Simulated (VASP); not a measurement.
# LiNbO3: single point with PBEsol

The system is LiNbO3.

```xyz
10
Lattice="2.5948 1.4981 4.6715 -2.5948 1.4981 4.6715 0.0000 -2.9962 4.6715" Properties=species:S:1:pos:R:3 pbc="T T T"
Li    0.0000    0.0000    3.9465
Li    0.0000    0.0000   10.9537
Nb    0.0000    0.0000    0.0064
Nb    0.0000    0.0000    7.0136
O    -0.6428   -1.4586    5.5579
O     1.5846    0.1727    5.5579
O    -0.9418    1.2860    5.5579
O    -1.6529   -0.2121    7.8937
O     0.6428    1.5375    7.8937
O     1.0101   -1.3254    7.8937
```

* Program: VASP 6.6.1
* Task: single point
* Functional: PBEsol
* Potentials or basis: VASP PAW PBE potentials, release 64 (Li_sv, Nb_sv, O)
* Cutoff: 520 eV
* k mesh: 6 × 6 × 6
* Occupations: gaussian, width 0.02 eV
* Spin: no spin polarisation
* Dipole correction: no
* k mesh for the DOS: 9 × 9 × 9
* Occupations for the DOS: tetrahedron
* Further INCAR settings: ALGO = Normal; EDIFF = 1e-06; NBANDS = 45

* Valence electrons inside the program's atomic spheres: Li 2.06; Nb 10.45; O 5.04

Levels at points of the mesh, in eV from the valence-band top:
| k point | band 32 | band 33 | band 34 | band 35 | band 36 | band 37 |
| --- | --- | --- | --- | --- | --- | --- |
| (0.00, 0.00, 0.00) | -0.51 | -0.01 | -0.01 | 3.53 | 3.53 | 4.00 |

It took 4.1 min on 1 thread of Intel(R) Xeon(R) 6975P-C (Granite Rapids), with other jobs on the host, peak memory 0.45 GiB.
